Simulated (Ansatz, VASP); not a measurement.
CdS: VASP beside Ansatz

INCAR

```
  PREC = Accurate
  ENCUT = 500
  EDIFF = 1E-7
  ISMEAR = 0
  SIGMA = 0.02
  LREAL = F
  LASPH = T
  NELM = 120
  ALGO = Normal
  ISIF = 3
  LWAVE = F
  LCHARG = F
  GGA = PE
  IBRION = 2
  NSW = 80
  EDIFFG = -0.01
  GGA_COMPAT = F
  NELMIN = 4
```

The input KPOINTS:

```
Automatic mesh
0
Gamma
  8 8 8
```

POSCAR

```
CdS
1.0
    0.0000000000      2.9798940138      2.9798940138
    2.9798940138      0.0000000000      2.9798940138
    2.9798940138      2.9798940138      0.0000000000
Cd S
1 1
Direct
    0.0000000000      0.0000000000      0.0000000000
    0.2500000000      0.2500000000      0.2500000000
```

Input for Ansatz:

```yaml
crystal:
  lattice:
    - [0.0, 2.9798940138, 2.9798940138]
    - [2.9798940138, 0.0, 2.9798940138]
    - [2.9798940138, 2.9798940138, 0.0]
  atoms:
    - { symbol: Cd, position: [0.0, 0.0, 0.0] }
    - { symbol: S, position: [0.25, 0.25, 0.25] }
basis:
  ecutwfc: 420
kpoints:
  mp_grid: { grid: [8, 8, 8] }
hamiltonian:
  xc: pbe
scf:
  occupations: { method: gaussian, width: 0.02 }
output:
  forces: true
  stress: true
  eigenvalues: true
relax:
  adjacent_minimum: "off"
  f_tol: 0.01
  max_steps: 60
  cell: { stress_tol: 0.1 }
```

Alike in both runs: task relaxation of cell and atoms; functional PBE; k mesh 8 × 8 × 8; occupations gaussian, width 0.02 eV; no spin polarisation.

```csv
,VASP,Ansatz
version,VASP 6.6.1,Ansatz 0.2.0
potentials or method,"VASP PAW PBE potentials, release 64 (Cd, S), cutoff 500 eV","scalar-relativistic, plane waves, PAW"
valence electrons in the cell,18,26
```

Ansatz gave:

* gap on the k mesh at the Fermi level, each at its own relaxed structure (eV): 1.04
* relaxed volume (Å³/atom): 26.01
* relaxed cell length with the largest relative difference (Å): 4.190

Question: Which values does VASP return?

Answer: gap on the k mesh at the Fermi level, each at its own relaxed structure (eV): 1.03; relaxed volume (Å³/atom): 26.16; relaxed cell length with the largest relative difference (Å): 4.198.

VASP's potentials hold 18 valence electrons a cell and Ansatz's 26, so a difference there can come from the potentials and not from the codes.
